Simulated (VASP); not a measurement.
Write the native input for VASP 6.6.1 that does the following.

| Quantity | Value |
| --- | --- |
| Task | single point |
| Functional | r2SCAN-based global hybrid with 10 % exact exchange |
| Potentials or basis | VASP PAW PBE potentials, release 64 (Pb_d, S) |
| Cutoff | 520 eV |
| k mesh | 5 × 5 × 5 |
| Occupations | fermi-dirac, width 0.05 eV |
| Spin | no spin polarisation |
| Dipole correction | no |
| Grid for exact exchange (PRECFOCK) | Normal |
| Share of exact exchange | 0.1 |
| Further INCAR settings | ALGO = Normal; EDIFF = 1e-06; NBANDS = 17 |

The system is PbS.

```
Pb S
1.0
     0.00000    2.96575    2.96575
     2.96575    0.00000    2.96575
     2.96575    2.96575    0.00000
Pb S
1 1
Direct
  0.00000 0.00000 0.00000
  0.50000 0.50000 0.50000
```

These files were run (other wordings do the same):

POSCAR

```
PbS
1.0
    0.0000000000      2.9657500000      2.9657500000
    2.9657500000      0.0000000000      2.9657500000
    2.9657500000      2.9657500000      0.0000000000
Pb S
1 1
Direct
    0.0000000000      0.0000000000      0.0000000000
    0.5000000000      0.5000000000      0.5000000000
```

INCAR.step1

```
ALGO     = Normal         # electronic algorithm
EDIFF    = 1E-5           # SCF threshold, eV
ENCUT    = 520            # plane-wave cutoff, eV
GGA      = PE             # functional
ISIF     = 2              # what is computed and relaxed
ISMEAR   = -1             # smearing method
LASPH    = True           # aspherical terms in the spheres
LREAL    = False          # projectors in reciprocal space
LWAVE    = True           # write WAVECAR
NBANDS   = 17             # bands
NELM     = 80             # most SCF steps
PREC     = Accurate       # precision mode
SIGMA    = 0.05           # smearing width, eV
```

INCAR.step2

```
AEXX     = 0.1            # exact-exchange fraction
ALGO     = Normal         # electronic algorithm
EDIFF    = 1E-6           # SCF threshold, eV
ENCUT    = 520            # plane-wave cutoff, eV
ISIF     = 2              # what is computed and relaxed
ISMEAR   = -1             # smearing method
ISTART   = 1            
LASPH    = True           # aspherical terms in the spheres
LCHARG   = True           # write CHGCAR
LELF     = True           # ELF
LHFCALC  = True           # exact exchange
LMIXTAU  = True         
LREAL    = False          # projectors in reciprocal space
LVHAR    = True         
LWAVE    = False          # write WAVECAR
METAGGA  = R2SCAN         # meta-GGA
NBANDS   = 17             # bands
NELM     = 80             # most SCF steps
PREC     = Accurate       # precision mode
PRECFOCK = Normal       
SIGMA    = 0.05           # smearing width, eV
```

KPOINTS

```
k-points
0
Gamma
  5 5 5
```

Potentials or basis: VASP PAW PBE potentials, release 64 (Pb_d, S).

Launch:

```bash
$ cat potpaw_PBE.64/Pb_d/POTCAR potpaw_PBE.64/S/POTCAR > POTCAR
$ cp INCAR.step1 INCAR
$ mpirun -np 1 vasp_std > vasp.out
$ cp INCAR.step2 INCAR
$ mpirun -np 1 vasp_std > vasp.out
```

Results of the run:

* Pressure: 0.9 GPa

Caveat: the PAW data sets were made with another functional, which shifts forces and pressure a little.

Wall time 28 min on 1 thread of Intel(R) Xeon(R) Platinum 8375C CPU @ 2.90GHz (Ice Lake), with other jobs on the host, peak memory 0.2 GiB.
